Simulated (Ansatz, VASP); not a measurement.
# Cu: VASP beside Ansatz

```
CELL_PARAMETERS angstrom
0.00000 1.77135 1.80750
1.77135 0.00000 1.80750
1.77135 1.77135 0.00000
ATOMIC_POSITIONS crystal
Cu 0.00000 0.00000 0.00000
```

Change from the starting cell: equal xx and yy strain of -2 %, crystal datasets.

Alike in both runs: task electric field gradients; functional PBEsol; k mesh 17 × 17 × 17; occupations fermi-dirac, width 0.03 eV; no spin polarisation.

```csv
,VASP,Ansatz
version,VASP 6.6.1,Ansatz 0.2.0
potentials or method,"VASP PAW PBE potentials, release 64 (Cu), cutoff 520 eV","all-electron PAW with datasets made for the crystal, scalar-relativistic"
```

```csv
,VASP,Ansatz,Ansatz less VASP
pressure (GPa),0.1,-0.6,-0.67
"traceless stress, the component that is largest in VASP (GPa)",-1.10,-1.11,-0.019
size of Vzz on the site where it differs most (V/Å²),1.5,1.1,-0.32
```

VASP's potentials were made for PBE, not for PBEsol. Ansatz ran all-electron here, and VASP with PAW potentials.
